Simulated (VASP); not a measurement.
# Tl (Fd-3m) in VASP: further runs

Tl is run at these levels: r2SCAN; tasks: single point.

Everything below comes from runs of VASP 6.6.1. Logs are shortened: lines on timing, memory, paths and dates and some standing lists are left out, and cuts for length are marked.

## 1. The cell of the first run

It takes space group Fd-3m (No. 227, cubic). Conventional cell: a = 6.954 Å, b = 6.954 Å, c = 6.954 Å, α = 90.00°, β = 90.00°, γ = 90.00°. Tl (site symmetry -43m) has 4 Tl at 3.01 Å within 4.0 Å.

This isn't the form of Tl at room conditions, which is hcp.

## 2. Single point, r2SCAN

File POSCAR:

```
Tl
1.0
    0.0000000000      3.4771956670      3.4771956670
    3.4771956670      0.0000000000      3.4771956670
    3.4771956670      3.4771956670      0.0000000000
Tl
2
Direct
    0.1250000000      0.1250000000      0.1250000000
    0.8750000000      0.8750000000      0.8750000000
```

File INCAR.step1:

```
PREC = Accurate
ENCUT = 550
ISMEAR = -1
SIGMA = 0.1
LREAL = False
LASPH = True
NELM = 120
NBANDS = 20
GGA = PE
ALGO = Normal
EDIFF = 1E-5
LWAVE = True
LCHARG = False
GGA_COMPAT = False
```

File INCAR.step2:

```
PREC = Accurate
ENCUT = 550
EDIFF = 1E-6
ISMEAR = -1
SIGMA = 0.1
LREAL = False
LASPH = True
NELM = 120
ALGO = Normal
ISIF = 2
LWAVE = False
LCHARG = True
METAGGA = R2SCAN
LMIXTAU = True
LELF = True
LVHAR = True
NBANDS = 20
ISTART = 1
GGA_COMPAT = False
```

File KPOINTS:

```
regular mesh
0
Gamma
  8 8 8
```

Potentials or basis: VASP PAW PBE potentials, release 64 (Tl_d).

On the command line:

```sh
> cat potpaw_PBE.64/Tl_d/POTCAR > POTCAR
> cp INCAR.step1 INCAR
> mpirun -np 1 vasp_std > vasp.out
> cp INCAR.step2 INCAR
> mpirun -np 1 vasp_std > vasp.out
```

OUTCAR:

```text
PREC = Accurate
   ENCUT = 550
   EDIFF = 1E-6
   ISMEAR = -1
   LREAL = False
   LASPH = True
   NELM = 120
   ISIF = 2
   METAGGA = R2SCAN
   ISTART = 1

 ion  position               nearest neighbor table
   1  0.125  0.125  0.125-   2 3.01   2 3.01   2 3.01   2 3.01
   2  0.875  0.875  0.875-   1 3.01   1 3.01   1 3.01   1 3.01

  LATTYP: Found a face centered cubic cell.
 ALAT       =     6.9543913340

  Lattice vectors:

 A1 = (   0.0000000000,   3.4771956670,   3.4771956670)
 A2 = (   3.4771956670,   0.0000000000,   3.4771956670)
 A3 = (   3.4771956670,   3.4771956670,   0.0000000000)

Analysis of symmetry for initial positions (statically):
=====================================================================
 Subroutine PRICEL returns:
 Original cell was already a primitive cell.

 Routine SETGRP: Setting up the symmetry group for a
 face centered cubic supercell.

 Subroutine GETGRP returns: Found 48 space group operations
 (whereof 12 operations were pure point group operations)
 out of a pool of 48 trial point group operations.

The static configuration has the point symmetry D_3d.
 The point group associated with its full space group is O_h .

Analysis of symmetry for dynamics (positions and initial velocities):
=====================================================================
 Subroutine PRICEL returns:
 Original cell was already a primitive cell.

 Routine SETGRP: Setting up the symmetry group for a
 face centered cubic supercell.

 Subroutine GETGRP returns: Found 48 space group operations
 (whereof 12 operations were pure point group operations)
 out of a pool of 48 trial point group operations.

The dynamic configuration has the point symmetry D_3d.
 The point group associated with its full space group is O_h .

 Subroutine INISYM returns: Found 48 space group operations
 (whereof 12 operations are pure point group operations),
 and found     1 'primitive' translations

----------------------------------------------------------------------------------------

                                     Primitive cell

  volume of cell :      84.0848

  direct lattice vectors                    reciprocal lattice vectors
     0.000000000  3.477195667  3.477195667    -0.143794036  0.143794036  0.143794036
     3.477195667  0.000000000  3.477195667     0.143794036 -0.143794036  0.143794036
     3.477195667  3.477195667  0.000000000     0.143794036  0.143794036 -0.143794036

  length of vectors
     4.917497271  4.917497271  4.917497271     0.249058577  0.249058577  0.249058577

  position of ions in fractional coordinates (direct lattice)
     0.125000000  0.125000000  0.125000000
     0.875000000  0.875000000  0.875000000

  ion indices of the primitive-cell ions
   primitive index   ion index
                 1           1
                 2           2

----------------------------------------------------------------------------------------

 KPOINTS: regular mesh

Automatic generation of k-mesh.
 Grid dimensions read from file:
 generate k-points for:    8    8    8

 Generating k-lattice:

  Cartesian coordinates                     Fractional coordinates (reciprocal lattice)
    -0.017974255  0.017974255  0.017974255     0.125000000  0.000000000  0.000000000
     0.017974255 -0.017974255  0.017974255     0.000000000  0.125000000  0.000000000
     0.017974255  0.017974255 -0.017974255     0.000000000  0.000000000  0.125000000

  Length of vectors
     0.031132322  0.031132322  0.031132322

  Shift w.r.t. Gamma in fractional coordinates (k-lattice)
     0.000000000  0.000000000  0.000000000

 Subroutine IBZKPT returns following result:
 ===========================================

 Found     29 irreducible k-points:

 Following reciprocal coordinates:
            Coordinates               Weight
  0.000000  0.000000  0.000000      1.000000
  0.125000  0.000000  0.000000      8.000000
  0.250000  0.000000  0.000000      8.000000
  0.375000  0.000000  0.000000      8.000000
  0.500000  0.000000  0.000000      4.000000
  0.125000  0.125000  0.000000      6.000000
[... 16 lines left out ...]
  0.500000  0.250000  0.125000     48.000000
 -0.375000  0.250000  0.125000     24.000000
 [... further k-points ...]
   k-points           NKPTS =     29   k-points in BZ     NKDIM =     29   number of bands    NBANDS=     20
   number of dos      NEDOS =    301   number of ions     NIONS =      2
   total plane-waves  NPLWV =  64000
   dimension x,y,z NGX =    40 NGY =   40 NGZ =   40
   dimension x,y,z NGXF=    80 NGYF=   80 NGZF=   80
   ions per type =               2
   NGX,Y,Z   is equivalent  to a cutoff of  13.52, 13.52, 13.52 a.u.
   NGXF,Y,Z  is equivalent  to a cutoff of  27.05, 27.05, 27.05 a.u.
 SYSTEM =  unknown system
   PREC   = accura    normal or accurate (medium, high low for compatibility)
   ISTART =      1    job   : 0-new  1-cont  2-samecut
   ICHARG =      0    charge: 1-file 2-atom 10-const
   ISPIN  =      1    spin polarized calculation?
   LNONCOLLINEAR =      F non collinear calculations
   LSORBIT =      F    spin-orbit coupling
   LASPH  =      T    aspherical Exc in radial PAW
   ENCUT  =  550.0 eV  40.42 Ry    6.36 a.u.   9.40  9.40  9.40*2*pi/ulx,y,z
   NELM   =    120;   NELMIN=  2; NELMDL=  0     # of ELM steps
   EDIFF  = 0.1E-05   stopping-criterion for ELM
   LREAL  =      F    real-space projection
   EDIFFG = 0.1E-04   stopping-criterion for IOM
   NSW    =      0    number of steps for IOM
   IBRION =     -1    ionic relax: 0-MD 1-quasi-New 2-CG
   NFREE  =      0    steps in history (QN), initial steepest desc. (CG)
   ISIF   =      2    stress and relaxation
   ISYM   =      2    0-nonsym 1-usesym 2-fastsym
   POTIM  = 0.5000    time-step for ionic-motion
   TEBEG  =    0.0;   TEEND  =   0.0 temperature during run
   PSTRESS=    0.0 pullay stress
   NELECT =      26.0000    total number of electrons
   NUPDOWN=      -1.0000    fix difference up-down
   EMIN   =  10.00;   EMAX   =-10.00  energy-range for DOS
   EFERMI =   0.00;   METHOD = LEGACY
   ISMEAR =    -1;   SIGMA  =   0.10  broadening in eV -4-tet -1-fermi 0-gaus
   EFERMI_NEDOS =   21; number of points for ismear=-14 and -15
   IALGO  =     38    algorithm
   IMIX   =      4    mixing-type and parameters
     AMIX     =   0.40;   BMIX     =  1.00
     AMIX_MAG =   1.60;   BMIX_MAG =  1.00
  volume/ion in A,a.u.               =      42.04       283.72
  Fermi-wavevector in a.u.,A,eV,Ry     =   1.107032  2.091987 16.674208  1.225520
  Thomas-Fermi vector in A             =   2.243541
   LORBIT       =      0    0 simple, 1 ext, 2 COOP (PROOUT), +10 PAW based schemes
   METAGGA = R2SCAN    functional components
   LHFCALC =     F    Hartree Fock is set to
   AEXX    =    0.0000 exact exchange contribution
   IVDW    =     0    specifies the selected vdW correction
   LEPSILON=     F    determine dielectric tensor
   LRPA    =     F    only Hartree local field effects (RPA)
 non-spin polarized calculation
  energy-cutoff  :      550.00
  volume of cell :       84.08
 maximum number of plane-waves:      2493
 NGX is ok and might be reduce to    40
   NGX = 19   NGY = 19   NGZ = 19

 number of electron      25.9999998 magnetization

 Free energy of the ion-electron system (eV)
  ---------------------------------------------------
  ext. energy  EPLUGINS =         0.00000000
  ---------------------------------------------------
  free energy    TOTEN  =      -105.58658446 eV

  energy without entropy =     -105.52804624  energy(sigma->0) =     -105.55731535

 E-fermi :   3.0106     XC(G=0):  -8.6541

 val. band max:        2.9221703812   @ k =   0.3750   0.3750   0.0000
 cond. band min:       3.0284601806   @ k =  -0.2500   0.3750   0.1250
 fundamental gap:      0.1062897993
 Fermi energy:         3.0105993419

 k-point     1 :       0.0000    0.0000    0.0000
  band No.  band energies     occupation
      1      -9.3639      2.00000
      2      -9.3639      2.00000
      3      -9.3639      2.00000
      4      -9.2811      2.00000
      5      -9.2811      2.00000
      6      -8.6752      2.00000
[... 12 lines left out ...]
     19       8.2903      0.00000
     20      12.0926      0.00000

 k-point     2 :       0.1250    0.0000    0.0000
  band No.  band energies     occupation
      1      -9.3890      2.00000
      2      -9.3890      2.00000
      3      -9.3619      2.00000
      4      -9.2450      2.00000
      5      -9.2450      2.00000
      6      -8.6973      2.00000
[... 12 lines left out ...]
     19       9.4462      0.00000
     20      11.5292      0.00000

 k-point     3 :       0.2500    0.0000    0.0000
  band No.  band energies     occupation
      1      -9.4156      2.00000
      2      -9.4156      2.00000
      3      -9.3572      2.00000
      4      -9.1955      2.00000
      5      -9.1955      2.00000
      6      -8.7469      2.00000
[... 12 lines left out ...]
     19       9.9772      0.00000
     20      11.5653      0.00000

 k-point     4 :       0.3750    0.0000    0.0000
  band No.  band energies     occupation
      1      -9.4258      2.00000
      2      -9.4258      2.00000
      3      -9.3524      2.00000
      4      -9.1694      2.00000
      5      -9.1694      2.00000
      6      -8.7940      2.00000
[... 12 lines left out ...]
     19      10.5059      0.00000
     20      12.2905      0.00000

 k-point     5 :       0.5000    0.0000    0.0000
  band No.  band energies     occupation
      1      -9.4271      2.00000
      2      -9.4271      2.00000
      3      -9.3503      2.00000
      4      -9.1640      2.00000
      5      -9.1640      2.00000
      6      -8.8128      2.00000
[... 12 lines left out ...]
     19      12.4824      0.00000
     20      12.6637      0.00000
[... 353 lines left out ...]
      6      -8.9294      2.00000
[... 12 lines left out ...]
     19      13.1404      0.00000
     20      13.1404      0.00000

 k-point    22 :       0.3750    0.2500    0.1250
  band No.  band energies     occupation
      1      -9.4476      2.00000
      2      -9.4322      2.00000
      3      -9.3430      2.00000
      4      -9.1747      2.00000
      5      -9.0901      2.00000
      6      -8.9236      2.00000
[... 12 lines left out ...]
     19      11.2705      0.00000
     20      11.8205      0.00000

 k-point    23 :       0.5000    0.2500    0.1250
  band No.  band energies     occupation
      1      -9.4744      2.00000
      2      -9.4527      2.00000
      3      -9.2958      2.00000
      4      -9.1329      2.00000
      5      -9.0549      2.00000
      6      -8.9530      2.00000
[... 12 lines left out ...]
     19      11.8860      0.00000
     20      12.1827      0.00000

 k-point    24 :      -0.3750    0.2500    0.1250
  band No.  band energies     occupation
      1      -9.4884      2.00000
      2      -9.4553      2.00000
      3      -9.2743      2.00000
      4      -9.1026      2.00000
      5      -9.0610      2.00000
      6      -8.9506      2.00000
[... 12 lines left out ...]
     19      11.2239      0.00000
     20      12.2739      0.00000

 [... further k-points ...]

------------------------ aborting loop because EDIFF is reached ----------------------------------------

  FORCE on cell =-STRESS in cart. coord.  units (eV):
  Direction    XX          YY          ZZ          XY          YZ          ZX
  --------------------------------------------------------------------------------------
  -------------------------------------------------------------------------------------
  Total       -0.0011803     -0.0011803     -0.0011803     -0.0000000     -0.0000000      0.0000000
  in kB       -0.0224905     -0.0224905     -0.0224905     -0.0000000     -0.0000000      0.0000000
  external PRESSURE =      -0.0224905 kB  Pullay stress =       0.0000000 kB

 VOLUME and BASIS-vectors are now :
 -----------------------------------------------------------------------------
  energy-cutoff  :      550.00
  volume of cell :       84.08
      direct lattice vectors                 reciprocal lattice vectors
     0.000000000  3.477195667  3.477195667    -0.143794036  0.143794036  0.143794036
     3.477195667  0.000000000  3.477195667     0.143794036 -0.143794036  0.143794036
     3.477195667  3.477195667  0.000000000     0.143794036  0.143794036 -0.143794036

 POSITION                                       TOTAL-FORCE (eV/Angst)
 -----------------------------------------------------------------------------------
      0.86930      0.86930      0.86930        -0.000000     -0.000000     -0.000000
      6.08509      6.08509      6.08509         0.000000      0.000000      0.000000
 -----------------------------------------------------------------------------------
    total drift:                                0.000000      0.000000     -0.000000

  FREE ENERGIE OF THE ION-ELECTRON SYSTEM (eV)
  ---------------------------------------------------
  free  energy   TOTEN  =      -105.5865844609 eV

  energy  without entropy=     -105.5280462389  energy(sigma->0) =     -105.55731535
```

Run time: 1.8 min. Hardware: 1 thread of Intel Xeon 6975P-C (Granite Rapids), shared host; peak memory 0.26 GiB.

What came out:

| Property | Result |
| --- | --- |
| Free energy | -105.5866 eV |
| Pressure | 0.0 GPa |
| Band gap on the k mesh | zero (bands 13 and 14 overlap by 3.37 eV) |

Caveat: the PAW data sets were made with another functional, which shifts forces and pressure a little; spin-orbit coupling is left out, which moves the levels of the heavy elements.

## 3. Single point, r2SCAN (37.00 Å³/atom)

This run uses another cell than the first one, of 37.00 Å³/atom.

File POSCAR:

```
Tl
1.0
    0.0000000000      3.3321408732      3.3321408732
    3.3321408732      0.0000000000      3.3321408732
    3.3321408732      3.3321408732      0.0000000000
Tl
2
Direct
    0.1250000000      0.1250000000      0.1250000000
    0.8750000000      0.8750000000      0.8750000000
```

File INCAR.step1:

```
  PREC = Accurate
  ENCUT = 550
  ISMEAR = -1
  SIGMA = 0.1
  LREAL = F
  LASPH = T
  NELM = 120
  NBANDS = 20
  GGA = PE
  ALGO = Normal
  EDIFF = 1E-5
  LWAVE = T
  LCHARG = F
  GGA_COMPAT = F
```

File INCAR.step2:

```
  PREC = Accurate
  ENCUT = 550
  EDIFF = 1E-6
  ISMEAR = -1
  SIGMA = 0.1
  LREAL = F
  LASPH = T
  NELM = 120
  ALGO = Normal
  ISIF = 2
  LWAVE = F
  LCHARG = F
  METAGGA = R2SCAN
  LMIXTAU = T
  NBANDS = 20
  ISTART = 1
  GGA_COMPAT = F
```

File KPOINTS:

```
regular mesh
0
Gamma
  9 9 9
```

Potentials or basis: VASP PAW PBE potentials, release 64 (Tl_d).

On the command line:

```sh
> cat potpaw_PBE.64/Tl_d/POTCAR > POTCAR
> cp INCAR.step1 INCAR
> mpirun -np 1 vasp_std > vasp.out
> cp INCAR.step2 INCAR
> mpirun -np 1 vasp_std > vasp.out
```

Wall time 76 s (1 thread of Intel Xeon 6975P-C (Granite Rapids), shared host); peak memory 0.23 GiB.

Results (log left out):

```yaml
Free_energy: -105.4952 eV
Pressure: 3.2 GPa
Band_gap_on_the_k_mesh: zero (bands 13 and 14 overlap by 3.61 eV)
```

Levels at points of the mesh, in eV from the Fermi level:
```tsv
k point	band 9	band 10	band 11	band 12	band 13	band 14	band 15	band 16	band 17	band 18
(0.00, 0.00, 0.00)	-11.54	-11.54	-9.84	0.04	2.86	2.86	2.86	4.62	4.62	4.62
```

Caveat: the cell stands under pressure; the PAW data sets were made with another functional, which shifts forces and pressure a little; spin-orbit coupling is left out, which moves the levels of the heavy elements.

## 4. Single point, r2SCAN (38.68 Å³/atom)

This run uses another cell than the first one, of 38.68 Å³/atom.

File POSCAR:

```
Tl
1.0
    0.0000000000      3.3818816523      3.3818816523
    3.3818816523      0.0000000000      3.3818816523
    3.3818816523      3.3818816523      0.0000000000
Tl
2
Direct
    0.1250000000      0.1250000000      0.1250000000
    0.8750000000      0.8750000000      0.8750000000
```

File INCAR.step1:

```
SYSTEM = Tl
  PREC = Accurate
  ENCUT = 550
  ISMEAR = -1
  SIGMA = 0.1
  LREAL = .FALSE.
  LASPH = .TRUE.
  NELM = 120
  NBANDS = 20
  GGA = PE
  ALGO = Normal
  EDIFF = 1E-5
  LWAVE = .TRUE.
  LCHARG = .FALSE.
  GGA_COMPAT = .FALSE.
```

File INCAR.step2:

```
SYSTEM = Tl
  PREC = Accurate
  ENCUT = 550
  EDIFF = 1E-6
  ISMEAR = -1
  SIGMA = 0.1
  LREAL = .FALSE.
  LASPH = .TRUE.
  NELM = 120
  ALGO = Normal
  ISIF = 2
  LWAVE = .FALSE.
  LCHARG = .FALSE.
  METAGGA = R2SCAN
  LMIXTAU = .TRUE.
  NBANDS = 20
  ISTART = 1
  GGA_COMPAT = .FALSE.
```

File KPOINTS:

```
Automatic mesh
0
G
  9 9 9
  0 0 0
```

On the command line:

```sh
> cat potpaw_PBE.64/Tl_d/POTCAR > POTCAR
> cp INCAR.step1 INCAR
> mpirun -np 1 vasp_std > vasp.out
> cp INCAR.step2 INCAR
> mpirun -np 1 vasp_std > vasp.out
```

It took 1.8 min on 1 thread of Intel Xeon 6975P-C (Granite Rapids), shared host; peak memory 0.27 GiB.

The run converged. Its results:

```yaml
Free_energy: -105.5494 eV
Pressure: 1.9 GPa
Band_gap_on_the_k_mesh: zero (bands 13 and 14 overlap by 3.40 eV)
```

Levels at points of the mesh, in eV from the Fermi level:
| k point | band 9 | band 10 | band 11 | band 12 | band 13 | band 14 | band 15 | band 16 | band 17 | band 18 |
| --- | --- | --- | --- | --- | --- | --- | --- | --- | --- | --- |
| (0.00, 0.00, 0.00) | -11.56 | -11.56 | -9.62 | -0.33 | 2.71 | 2.71 | 2.71 | 4.47 | 4.47 | 4.47 |

Caveat: the PAW data sets were made with another functional, which shifts forces and pressure a little; spin-orbit coupling is left out, which moves the levels of the heavy elements.

## 5. Overview

```csv
cell,k mesh,gap on the mesh (eV),pressure (GPa)
"a = 4.917 Å, angles 60.0°, 2 atoms",8 × 8 × 8,none,0.0
"a = 4.712 Å, angles 60.0°, 2 atoms",9 × 9 × 9,none,3.2
"a = 4.783 Å, angles 60.0°, 2 atoms",9 × 9 × 9,none,1.9
```

Alike in all rows: task single point; level r2SCAN; potentials or basis VASP PAW PBE potentials, release 64 (Tl_d); no spin polarisation; cutoff (eV) 550; smearing fermi-dirac 0.1 eV.

Caveats: the PAW data sets were made with another functional, which shifts forces and pressure a little; spin-orbit coupling is left out, which moves the levels of the heavy elements; the cell stands under pressure (at least some runs).

Absolute energies hang on the potentials; compare differences alone.
